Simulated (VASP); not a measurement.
# Ta (P6/mmm) in VASP: notebook, part 2 of 2

VASP 6.6.1.

## 3. Single point, PBE

This run uses another cell than the first one, of 18.64 Å³/atom.

INCAR

```
SYSTEM = Ta
  PREC = Accurate
  ENCUT = 520
  EDIFF = 1E-6
  ISMEAR = -1
  SIGMA = 0.05
  LREAL = .FALSE.
  LASPH = .TRUE.
  NELM = 80
  ALGO = Normal
  ISIF = 2
  LWAVE = .FALSE.
  LCHARG = .FALSE.
  GGA = PE
  NBANDS = 24
```

KPOINTS

```
Automatic mesh
0
G
  9 9 12
  0 0 0
```

POSCAR

```
Ta
1.0
    4.8634078299      0.0000000000      0.0000000000
   -2.4317039149      4.2118347297      0.0000000000
    0.0000000000      0.0000000000      2.7303794766
Ta
3
Direct
    0.0000000000      0.0000000000      0.0000000000
    0.3333333333      0.6666666667      0.5000000000
    0.6666666667      0.3333333333      0.5000000000
```

Potentials or basis: VASP PAW PBE potentials, release 64 (Ta_pv).

Command:

```console
$ cat potpaw_PBE.64/Ta_pv/POTCAR > POTCAR
$ mpirun -np 1 vasp_std > vasp.out
```

OUTCAR:

```text
SYSTEM = Ta
   PREC = Accurate
   ENCUT = 520
   EDIFF = 1E-6
   ISMEAR = -1
   LREAL = .FALSE.
   LASPH = .TRUE.
   NELM = 80
   ISIF = 2
   GGA = PE

 ion  position               nearest neighbor table
   1  0.000  0.000  0.000-   2 3.12   3 3.12   2 3.12   3 3.12   3 3.12   3 3.12   2 3.12   2 3.12
                             3 3.12   3 3.12   2 3.12   2 3.12
   2  0.333  0.667  0.500-   3 2.81   3 2.81   3 2.81   1 3.12   1 3.12   1 3.12   1 3.12   1 3.12
                             1 3.12
   3  0.667  0.333  0.500-   2 2.81   2 2.81   2 2.81   1 3.12   1 3.12   1 3.12   1 3.12   1 3.12
                             1 3.12

  LATTYP: Found a hexagonal cell.
 ALAT       =     4.8634078299
 C/A-ratio  =     0.5614128142

  Lattice vectors:

 A1 = (   4.8634078299,   0.0000000000,   0.0000000000)
 A2 = (  -2.4317039149,   4.2118347297,   0.0000000000)
 A3 = (   0.0000000000,   0.0000000000,   2.7303794766)

Analysis of symmetry for initial positions (statically):
=====================================================================
 Subroutine PRICEL returns:
 Original cell was already a primitive cell.

 Routine SETGRP: Setting up the symmetry group for a
 hexagonal supercell.

 Subroutine GETGRP returns: Found 24 space group operations
 (whereof 24 operations were pure point group operations)
 out of a pool of 24 trial point group operations.

The static configuration has the point symmetry D_6h.

Analysis of symmetry for dynamics (positions and initial velocities):
=====================================================================
 Subroutine PRICEL returns:
 Original cell was already a primitive cell.

 Routine SETGRP: Setting up the symmetry group for a
 hexagonal supercell.

 Subroutine GETGRP returns: Found 24 space group operations
 (whereof 24 operations were pure point group operations)
 out of a pool of 24 trial point group operations.

The dynamic configuration has the point symmetry D_6h.

 Subroutine INISYM returns: Found 24 space group operations
 (whereof 24 operations are pure point group operations),
 and found     1 'primitive' translations

----------------------------------------------------------------------------------------

                                     Primitive cell

  volume of cell :      55.9287

  direct lattice vectors                    reciprocal lattice vectors
     4.863407830  0.000000000  0.000000000     0.205617138  0.118713110  0.000000000
    -2.431703915  4.211834730  0.000000000     0.000000000  0.237426220  0.000000000
     0.000000000  0.000000000  2.730379477     0.000000000  0.000000000  0.366249457

  length of vectors
     4.863407830  4.863407830  2.730379477     0.237426220  0.237426220  0.366249457

  position of ions in fractional coordinates (direct lattice)
     0.000000000  0.000000000  0.000000000
     0.333333333  0.666666667  0.500000000
     0.666666667  0.333333333  0.500000000

  ion indices of the primitive-cell ions
   primitive index   ion index
                 1           1
                 2           2
                 3           3

----------------------------------------------------------------------------------------

 KPOINTS: Automatic mesh

Automatic generation of k-mesh.
 Grid dimensions read from file:
 generate k-points for:    9    9   12

 Generating k-lattice:

  Cartesian coordinates                     Fractional coordinates (reciprocal lattice)
     0.022846349  0.013190346  0.000000000     0.111111111  0.000000000  0.000000000
     0.000000000  0.026380691  0.000000000     0.000000000  0.111111111  0.000000000
     0.000000000  0.000000000  0.030520788     0.000000000  0.000000000  0.083333333

  Length of vectors
     0.026380691  0.026380691  0.030520788

  Shift w.r.t. Gamma in fractional coordinates (k-lattice)
     0.000000000  0.000000000  0.000000000

 Subroutine IBZKPT returns following result:
 ===========================================

 Found     84 irreducible k-points:

 Following reciprocal coordinates:
            Coordinates               Weight
  0.000000  0.000000  0.000000      1.000000
  0.111111  0.000000  0.000000      6.000000
  0.222222  0.000000  0.000000      6.000000
  0.333333  0.000000  0.000000      6.000000
  0.444444  0.000000  0.000000      6.000000
  0.111111  0.111111  0.000000      6.000000
[... 16 lines left out ...]
  0.333333  0.222222  0.083333     24.000000
  0.333333  0.333333  0.083333      4.000000
 [... further k-points ...]
   k-points           NKPTS =     84   k-points in BZ     NKDIM =     84   number of bands    NBANDS=     24
   number of dos      NEDOS =    301   number of ions     NIONS =      3
   total plane-waves  NPLWV =  25920
   dimension x,y,z NGX =    36 NGY =   36 NGZ =   20
   dimension x,y,z NGXF=    72 NGYF=   72 NGZF=   40
   ions per type =               3
   NGX,Y,Z   is equivalent  to a cutoff of  12.31, 12.31, 12.18 a.u.
   NGXF,Y,Z  is equivalent  to a cutoff of  24.61, 24.61, 24.35 a.u.
 SYSTEM =  Ta
   PREC   = accura    normal or accurate (medium, high low for compatibility)
   ISTART =      0    job   : 0-new  1-cont  2-samecut
   ICHARG =      2    charge: 1-file 2-atom 10-const
   ISPIN  =      1    spin polarized calculation?
   LNONCOLLINEAR =      F non collinear calculations
   LSORBIT =      F    spin-orbit coupling
   LASPH  =      T    aspherical Exc in radial PAW
   ENCUT  =  520.0 eV  38.22 Ry    6.18 a.u.   9.04  9.04  5.08*2*pi/ulx,y,z
   NELM   =     80;   NELMIN=  2; NELMDL= -5     # of ELM steps
   EDIFF  = 0.1E-05   stopping-criterion for ELM
   LREAL  =      F    real-space projection
   EDIFFG = 0.1E-04   stopping-criterion for IOM
   NSW    =      0    number of steps for IOM
   IBRION =     -1    ionic relax: 0-MD 1-quasi-New 2-CG
   NFREE  =      0    steps in history (QN), initial steepest desc. (CG)
   ISIF   =      2    stress and relaxation
   ISYM   =      2    0-nonsym 1-usesym 2-fastsym
   POTIM  = 0.5000    time-step for ionic-motion
   TEBEG  =    0.0;   TEEND  =   0.0 temperature during run
   PSTRESS=    0.0 pullay stress
   NELECT =      33.0000    total number of electrons
   NUPDOWN=      -1.0000    fix difference up-down
   EMIN   =  10.00;   EMAX   =-10.00  energy-range for DOS
   EFERMI =   0.00;   METHOD = LEGACY
   ISMEAR =    -1;   SIGMA  =   0.05  broadening in eV -4-tet -1-fermi 0-gaus
   EFERMI_NEDOS =   21; number of points for ismear=-14 and -15
   IALGO  =     38    algorithm
   IMIX   =      4    mixing-type and parameters
     AMIX     =   0.40;   BMIX     =  1.00
     AMIX_MAG =   1.60;   BMIX_MAG =  1.00
  volume/ion in A,a.u.               =      18.64       125.81
  Fermi-wavevector in a.u.,A,eV,Ry     =   1.373097  2.594777 25.652352  1.885395
  Thomas-Fermi vector in A             =   2.498644
   LORBIT       =      0    0 simple, 1 ext, 2 COOP (PROOUT), +10 PAW based schemes
   GGA     = PE    functional components
   LHFCALC =     F    Hartree Fock is set to
   AEXX    =    0.0000 exact exchange contribution
   IVDW    =     0    specifies the selected vdW correction
   LEPSILON=     F    determine dielectric tensor
   LRPA    =     F    only Hartree local field effects (RPA)
 non-spin polarized calculation
  energy-cutoff  :      520.00
  volume of cell :       55.93
 maximum number of plane-waves:      1530
   NGX = 19   NGY = 19   NGZ = 11

 number of electron      33.0000011 magnetization

 Free energy of the ion-electron system (eV)
  ---------------------------------------------------
  ext. energy  EPLUGINS =         0.00000000
  ---------------------------------------------------
  free energy    TOTEN  =       -34.76827649 eV

  energy without entropy =      -34.73585283  energy(sigma->0) =      -34.75206466

 E-fermi :   5.4977     XC(G=0): -12.4285

 val. band max:        5.4919765471   @ k =   0.3333   0.1111   0.4167
 cond. band min:       5.5064444642   @ k =   0.4444   0.0000   0.1667
 fundamental gap:      0.0144679171
 Fermi energy:         5.4977241544

 k-point     1 :       0.0000    0.0000    0.0000
  band No.  band energies     occupation
      1     -28.8450      2.00000
      2     -28.8450      2.00000
      3     -28.6678      2.00000
      4     -28.6678      2.00000
      5     -28.0644      2.00000
      6     -28.0644      2.00000
[... 637 lines left out ...]
     23       9.6158      0.00000
     24      10.3296      0.00000

 [... further k-points ...]

------------------------ aborting loop because EDIFF is reached ----------------------------------------

  FORCE on cell =-STRESS in cart. coord.  units (eV):
  Direction    XX          YY          ZZ          XY          YZ          ZX
  --------------------------------------------------------------------------------------
  -------------------------------------------------------------------------------------
  Total        0.0456236      0.0456236      0.0467789      0.0000000      0.0000000     -0.0000000
  in kB        1.3069672      1.3069672      1.3400652      0.0000000      0.0000000     -0.0000000
  external PRESSURE =       1.3179998 kB  Pullay stress =       0.0000000 kB

 VOLUME and BASIS-vectors are now :
 -----------------------------------------------------------------------------
  energy-cutoff  :      520.00
  volume of cell :       55.93
      direct lattice vectors                 reciprocal lattice vectors
     4.863407830  0.000000000  0.000000000     0.205617138  0.118713110  0.000000000
    -2.431703915  4.211834730  0.000000000     0.000000000  0.237426220  0.000000000
     0.000000000  0.000000000  2.730379477     0.000000000  0.000000000  0.366249457

 POSITION                                       TOTAL-FORCE (eV/Angst)
 -----------------------------------------------------------------------------------
      0.00000      0.00000      0.00000        -0.000000      0.000000      0.000000
     -0.00000      2.80789      1.36519        -0.000000      0.000000     -0.000000
      2.43170      1.40394      1.36519         0.000000     -0.000000      0.000000
 -----------------------------------------------------------------------------------
    total drift:                                0.000000      0.000000     -0.000000

  FREE ENERGIE OF THE ION-ELECTRON SYSTEM (eV)
  ---------------------------------------------------
  free  energy   TOTEN  =       -34.7682764900 eV

  energy  without entropy=      -34.7358528289  energy(sigma->0) =      -34.75206466
```

stdout:

```text
POSCAR found type information on POSCAR Ta
 POSCAR found :  1 types and       3 ions
 scaLAPACK will be used
 LDA part: xc-table for (Slater+PW92), standard interpolation
 POSCAR, INCAR and KPOINTS ok, starting setup
 FFT: planning ... GRIDC
 FFT: planning ... GRID_SOFT
 FFT: planning ... GRID
 WAVECAR not read
 entering main loop
```

Wall time 97 s (1 thread of Intel Xeon 8259CL, shared host); peak memory 0.23 GiB.

Results:

- Free energy: -34.7683 eV
- Pressure: 0.1 GPa
- Band gap on the k mesh: zero (an odd number of electrons rules out a gap without spin polarisation)

Caveat: spin-orbit coupling is left out, which moves the levels of the heavy elements.
